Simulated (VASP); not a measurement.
MgZrH4: single point with PBE

MgZrH4:

```xyz
6
Lattice="3.3058 0.0000 0.0000 0.0000 3.3058 0.0000 0.0000 0.0000 4.9077" Properties=species:S:1:pos:R:3 pbc="T T T"
Mg    0.0000    0.0000    0.0000
Zr    1.6529    1.6529    2.4538
H     1.6529    0.0000    1.2159
H     1.6529    0.0000    3.6918
H     0.0000    1.6529    1.2159
H     0.0000    1.6529    3.6918
```

```
Program                 : VASP 6.6.1
Task                    : single point
Functional              : PBE
Potentials or basis     : VASP PAW PBE potentials, release 64 (Mg, Zr_sv, H)
Cutoff                  : 520 eV
k mesh                  : 10 × 10 × 6
Occupations             : gaussian, width 0.1 eV
Spin                    : no spin polarisation
Dipole correction       : no
k mesh for the DOS      : 15 × 15 × 9
Occupations for the DOS : tetrahedron
Further INCAR settings  : ALGO = Normal; EDIFF = 1e-06; NBANDS = 18
```

* Valence electrons inside the program's atomic spheres: Mg 0.32; Zr 9.80; H 0.58

Levels at points of the mesh, in eV from the Fermi level:
```csv
k point,band 5,band 6,band 7,band 8,band 9,band 10,band 11,band 12,band 13,band 14
"(0.00, 0.00, 0.00)",-9.98,-5.60,-4.98,-2.37,-0.31,1.53,1.53,3.38,3.54,4.64
```

Run time: 69 s on 1 thread of Intel(R) Xeon(R) 6975P-C (Granite Rapids), with other jobs on the host, peak memory 0.31 GiB.
